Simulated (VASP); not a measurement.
# C in VASP: single point with PBEsol

Aim: the single point of C with PBEsol.

Program: VASP 6.6.1. These are calculated values, not measurements. Logs are shortened: lines on timing, memory, paths and dates and some standing lists are left out, and cuts for length are marked.

**1. The cell of the first run**

The cell holds a slab with vacuum, 18 atoms: a = 7.398 Å, b = 7.398 Å, c = 12.000 Å, α = 90.00°, β = 90.00°, γ = 120.00°.

**2. Single point, PBEsol**

INCAR

```
ALGO     = Normal         # electronic algorithm
EDIFF    = 1E-6           # SCF threshold, eV
ENCUT    = 520            # plane-wave cutoff, eV
GGA      = PS             # functional
ISIF     = 2              # what is computed and relaxed
ISMEAR   = -1             # smearing method
LASPH    = T              # aspherical terms in the spheres
LCHARG   = F              # write CHGCAR
LREAL    = Auto         
LWAVE    = F              # write WAVECAR
NBANDS   = 51             # bands
NELM     = 60             # most SCF steps
PREC     = Accurate       # precision mode
SIGMA    = 0.02           # smearing width, eV
```

KPOINTS

```
k-points
0
Gamma
  2 2 1
```

POSCAR

```
C
1.0
    7.3980000000      0.0000000000      0.0000000000
   -3.6990000000      6.4068560000      0.0000000000
    0.0000000000      0.0000000000     12.0000000000
C
18
Direct
    0.0014272166     -0.0010925796      0.0925250000
    0.2207125359      0.1070103651      0.0838583333
   -0.0065098975      0.3335333274      0.0881666667
    0.2223134291      0.4432751415      0.0828750000
    0.0040516869      0.6722017788      0.0857083333
    0.2259444790      0.7823025834      0.0815333333
    0.3326486601     -0.0013423120      0.0722833333
    0.5528038609      0.1084463269      0.0721666667
    0.3287541092      0.3315822925      0.0753750000
    0.5572475521      0.4504237336      0.0817416667
    0.3383448677      0.6613071997      0.0789333333
    0.5629905105      0.7799145166      0.0804083333
    0.6649671658      0.0014671783      0.0815583333
    0.8883759422      0.1157353935      0.0896750000
    0.6623370946      0.3290537512      0.0868666667
    0.8847626298      0.4443833294      0.0908250000
    0.6650959816      0.6644444639      0.0890583333
    0.8937192826      0.7773547587      0.0864416667
```

Potentials or basis: VASP PAW PBE potentials, release 64 (C).

Launch:

```console
$ cat potpaw_PBE.64/C/POTCAR > POTCAR
$ mpirun -np 1 vasp_std > vasp.out
```

OUTCAR:

```text
EDIFF = 1E-6
   ENCUT = 520
   GGA = PS
   ISIF = 2
   ISMEAR = -1
   LASPH = T
   LREAL = Auto
   NELM = 60
   PREC = Accurate

 ion  position               nearest neighbor table
   1  0.001  0.999  0.093-   2 1.41  18 1.42  14 1.47
   2  0.221  0.107  0.084-   1 1.41   7 1.42   9 1.44
   3  0.993  0.334  0.088-  14 1.40  16 1.41   4 1.47
   4  0.222  0.443  0.083-  11 1.40   9 1.40   3 1.47
   5  0.004  0.672  0.086-  18 1.38   6 1.42  16 1.46
   6  0.226  0.782  0.082-   7 1.39   5 1.42  11 1.50
[... 10 lines left out ...]
  17  0.665  0.664  0.089-  10 1.37  12 1.40  18 1.47
  18  0.894  0.777  0.086-   5 1.38   1 1.42  17 1.47

  LATTYP: Found a hexagonal cell.
 ALAT       =     7.3980000000
 C/A-ratio  =     1.6220600162

  Lattice vectors:

 A1 = (   7.3980000000,   0.0000000000,   0.0000000000)
 A2 = (  -3.6990000000,   6.4068560000,   0.0000000000)
 A3 = (   0.0000000000,   0.0000000000,  12.0000000000)

Analysis of symmetry for initial positions (statically):
=====================================================================
 Subroutine PRICEL returns:
 Original cell was already a primitive cell.

 Routine SETGRP: Setting up the symmetry group for a
 hexagonal supercell.

 Subroutine GETGRP returns: Found  1 space group operations
 (whereof  1 operations were pure point group operations)
 out of a pool of 24 trial point group operations.

The static configuration has the point symmetry C_1 .

Analysis of symmetry for dynamics (positions and initial velocities):
=====================================================================
 Subroutine PRICEL returns:
 Original cell was already a primitive cell.

 Routine SETGRP: Setting up the symmetry group for a
 hexagonal supercell.

 Subroutine GETGRP returns: Found  1 space group operations
 (whereof  1 operations were pure point group operations)
 out of a pool of 24 trial point group operations.

The dynamic configuration has the point symmetry C_1 .

 Subroutine INISYM returns: Found  1 space group operations
 (whereof  1 operations are pure point group operations),
 and found     1 'primitive' translations

----------------------------------------------------------------------------------------

                                     Primitive cell

  volume of cell :     568.7750

  direct lattice vectors                    reciprocal lattice vectors
     7.398000000  0.000000000  0.000000000     0.135171668  0.078041398  0.000000000
    -3.699000000  6.406856000  0.000000000     0.000000000  0.156082796  0.000000000
     0.000000000  0.000000000 12.000000000     0.000000000  0.000000000  0.083333333

  length of vectors
     7.398000000  7.398000054 12.000000000     0.156082797  0.156082796  0.083333333

  position of ions in fractional coordinates (direct lattice)
     0.001427217  0.998907420  0.092525000
     0.220712536  0.107010365  0.083858333
     0.993490102  0.333533327  0.088166667
     0.222313429  0.443275142  0.082875000
     0.004051687  0.672201779  0.085708333
     0.225944479  0.782302583  0.081533333
[... 10 lines left out ...]
     0.665095982  0.664444464  0.089058333
     0.893719283  0.777354759  0.086441667

  ion indices of the primitive-cell ions
   primitive index   ion index
                 1           1
                 2           2
                 3           3
                 4           4
                 5           5
                 6           6
[... 10 lines left out ...]
                17          17
                18          18

----------------------------------------------------------------------------------------

 KPOINTS: k-points

Automatic generation of k-mesh.
 Grid dimensions read from file:
 generate k-points for:    2    2    1

 Generating k-lattice:

  Cartesian coordinates                     Fractional coordinates (reciprocal lattice)
     0.067585834  0.039020699  0.000000000     0.500000000  0.000000000  0.000000000
     0.000000000  0.078041398  0.000000000     0.000000000  0.500000000  0.000000000
     0.000000000  0.000000000  0.083333333     0.000000000  0.000000000  1.000000000

  Length of vectors
     0.078041399  0.078041398  0.083333333

  Shift w.r.t. Gamma in fractional coordinates (k-lattice)
     0.000000000  0.000000000  0.000000000

 Subroutine IBZKPT returns following result:
 ===========================================

 Found      4 irreducible k-points:

 Following reciprocal coordinates:
            Coordinates               Weight
  0.000000  0.000000  0.000000      1.000000
  0.500000  0.000000  0.000000      1.000000
  0.000000  0.500000  0.000000      1.000000
  0.500000  0.500000  0.000000      1.000000
   k-points           NKPTS =      4   k-points in BZ     NKDIM =      4   number of bands    NBANDS=     51
   number of dos      NEDOS =    301   number of ions     NIONS =     18
   total plane-waves  NPLWV = 282240
   dimension x,y,z NGX =    56 NGY =   56 NGZ =   90
   dimension x,y,z NGXF=   112 NGYF=  112 NGZF=  180
   ions per type =              18
   NGX,Y,Z   is equivalent  to a cutoff of  12.58, 12.58, 12.47 a.u.
   NGXF,Y,Z  is equivalent  to a cutoff of  25.17, 25.17, 24.94 a.u.
 SYSTEM =  unknown system
   PREC   = accura    normal or accurate (medium, high low for compatibility)
   ISTART =      0    job   : 0-new  1-cont  2-samecut
   ICHARG =      2    charge: 1-file 2-atom 10-const
   ISPIN  =      1    spin polarized calculation?
   LNONCOLLINEAR =      F non collinear calculations
   LSORBIT =      F    spin-orbit coupling
   LASPH  =      T    aspherical Exc in radial PAW
   ENCUT  =  520.0 eV  38.22 Ry    6.18 a.u.  13.76 13.76 22.31*2*pi/ulx,y,z
   NELM   =     60;   NELMIN=  2; NELMDL= -5     # of ELM steps
   EDIFF  = 0.1E-05   stopping-criterion for ELM
   LREAL  =      T    real-space projection
   EDIFFG = 0.1E-04   stopping-criterion for IOM
   NSW    =      0    number of steps for IOM
   IBRION =     -1    ionic relax: 0-MD 1-quasi-New 2-CG
   NFREE  =      0    steps in history (QN), initial steepest desc. (CG)
   ISIF   =      2    stress and relaxation
   ISYM   =      2    0-nonsym 1-usesym 2-fastsym
   POTIM  = 0.5000    time-step for ionic-motion
   TEBEG  =    0.0;   TEEND  =   0.0 temperature during run
   PSTRESS=    0.0 pullay stress
   NELECT =      72.0000    total number of electrons
   NUPDOWN=      -1.0000    fix difference up-down
   EMIN   =  10.00;   EMAX   =-10.00  energy-range for DOS
   EFERMI =   0.00;   METHOD = LEGACY
   ISMEAR =    -1;   SIGMA  =   0.02  broadening in eV -4-tet -1-fermi 0-gaus
   EFERMI_NEDOS =   21; number of points for ismear=-14 and -15
   IALGO  =     38    algorithm
   IMIX   =      4    mixing-type and parameters
     AMIX     =   0.40;   BMIX     =  1.00
     AMIX_MAG =   1.60;   BMIX_MAG =  1.00
  volume/ion in A,a.u.               =      31.60       213.24
  Fermi-wavevector in a.u.,A,eV,Ry     =   0.822001  1.553356  9.193253  0.675685
  Thomas-Fermi vector in A             =   1.933259
   LORBIT       =      0    0 simple, 1 ext, 2 COOP (PROOUT), +10 PAW based schemes
   GGA     = PS    functional components
   LHFCALC =     F    Hartree Fock is set to
   AEXX    =    0.0000 exact exchange contribution
   IVDW    =     0    specifies the selected vdW correction
   LEPSILON=     F    determine dielectric tensor
   LRPA    =     F    only Hartree local field effects (RPA)
 non-spin polarized calculation
  energy-cutoff  :      520.00
  volume of cell :      568.78
 maximum number of plane-waves:     15363
 NGX is ok and might be reduce to    56
   NGX = 27   NGY = 27   NGZ = 45

 number of electron      72.0000001 magnetization

 Free energy of the ion-electron system (eV)
  ---------------------------------------------------
  ext. energy  EPLUGINS =         0.00000000
  ---------------------------------------------------
  free energy    TOTEN  =      -172.47591141 eV

  energy without entropy =     -172.47503602  energy(sigma->0) =     -172.47547371

 E-fermi :  -1.8021     XC(G=0):  -3.5728

 val. band max:       -1.9000397980   @ k =   0.0000   0.0000   0.0000
 cond. band min:      -1.7041531306   @ k =   0.0000   0.0000   0.0000
 fundamental gap:      0.1958866674
 Fermi energy:        -1.8021022512

 k-point     1 :       0.0000    0.0000    0.0000
  band No.  band energies     occupation
      1     -21.2931      2.00000
      2     -18.9376      2.00000
      3     -18.8632      2.00000
      4     -18.7187      2.00000
      5     -18.6775      2.00000
      6     -18.5577      2.00000
[... 40 lines left out ...]
     47       3.5185      0.00000
     48       4.9822      0.00000

 k-point     2 :       0.5000    0.0000    0.0000
  band No.  band energies     occupation
      1     -20.6658      2.00000
      2     -20.6132      2.00000
      3     -19.5006      2.00000
      4     -19.1792      2.00000
      5     -17.0598      2.00000
      6     -16.9775      2.00000
[... 40 lines left out ...]
     47       4.1885      0.00000
     48       4.2961      0.00000

 k-point     3 :       0.0000    0.5000    0.0000
  band No.  band energies     occupation
      1     -20.6819      2.00000
      2     -20.6011      2.00000
      3     -19.4289      2.00000
      4     -19.2601      2.00000
      5     -16.9439      2.00000
      6     -16.9198      2.00000
[... 40 lines left out ...]
     47       4.1581      0.00000
     48       4.3191      0.00000

 k-point     4 :       0.5000    0.5000    0.0000
  band No.  band energies     occupation
      1     -20.6721      2.00000
      2     -20.6115      2.00000
      3     -19.3896      2.00000
      4     -19.3035      2.00000
      5     -16.9616      2.00000
      6     -16.8756      2.00000
[... 40 lines left out ...]
     47       4.2007      0.00000
     48       4.2760      0.00000
 [bands above 48 left out]

------------------------ aborting loop because EDIFF is reached ----------------------------------------

  FORCE on cell =-STRESS in cart. coord.  units (eV):
  Direction    XX          YY          ZZ          XY          YZ          ZX
  --------------------------------------------------------------------------------------
  -------------------------------------------------------------------------------------
  Total       -3.6473228     -0.3927861     -0.6270236     -1.5687436     -0.0418915      0.0491455
  in kB      -10.2741109     -1.1064356     -1.7662571     -4.4189799     -0.1180038      0.1384376
  external PRESSURE =      -4.3822679 kB  Pullay stress =       0.0000000 kB

 VOLUME and BASIS-vectors are now :
 -----------------------------------------------------------------------------
  energy-cutoff  :      520.00
  volume of cell :      568.78
      direct lattice vectors                 reciprocal lattice vectors
     7.398000000  0.000000000  0.000000000     0.135171668  0.078041398  0.000000000
    -3.699000000  6.406856000  0.000000000     0.000000000  0.156082796  0.000000000
     0.000000000  0.000000000 12.000000000     0.000000000  0.000000000  0.083333333

 POSITION                                       TOTAL-FORCE (eV/Angst)
 -----------------------------------------------------------------------------------
     -3.68440      6.39986      1.11030        -0.499779      0.453129     -0.766955
      1.23700      0.68560      1.00630        -0.430143      0.623572     -0.716503
      6.11610      2.13690      1.05800         1.346866      0.432371      0.094926
      0.00500      2.84000      0.99450        -0.601001     -0.511959     -0.345196
     -2.45650      4.30670      1.02850         0.417959     -1.258755      0.263295
     -1.22220      5.01210      0.97840         0.907716     -1.882519     -0.541513
[... 10 lines left out ...]
      2.46260      4.25700      1.06870         1.567060      1.449418     -0.823420
      3.73630      4.98040      1.03730        -1.524423      0.559856      0.778853
 -----------------------------------------------------------------------------------
    total drift:                                0.010433      0.002246      0.000962

  FREE ENERGIE OF THE ION-ELECTRON SYSTEM (eV)
  ---------------------------------------------------
  free  energy   TOTEN  =      -172.4759114091 eV

  energy  without entropy=     -172.4750360195  energy(sigma->0) =     -172.47547371
```

It took 3.8 min on 1 thread of Intel Xeon Platinum 8488C (Sapphire Rapids), shared host; peak memory 0.55 GiB.

What came out:

```
Free energy   : -172.4759 eV
Largest force : 3.089 eV/Å
```

Forces in eV/Å, atoms in the order of the input:
```
C   -0.500  0.453 -0.767
C   -0.430  0.624 -0.717
C    1.347  0.432  0.095
C   -0.601 -0.512 -0.345
C    0.418 -1.259  0.263
C    0.908 -1.883 -0.542
C   -0.569 -0.155  0.749
C    0.770  0.954  0.965
C    1.338  0.679  1.098
C   -0.892 -2.956  0.114
C   -1.138  2.437  0.333
C   -2.034 -1.429  0.289
C    0.962  0.502 -0.213
C    0.113 -1.224 -0.027
C    0.275  1.396 -0.821
C   -0.009 -0.069 -0.430
C    1.567  1.449 -0.823
C   -1.524  0.560  0.779
```

Caveat: the k points lie up to 0.49 Å⁻¹ apart; the atoms stand as in a frame of molecular dynamics; there is no dipole correction, which matters where the two faces differ; the PAW data sets were made with another functional, which shifts forces and pressure a little.
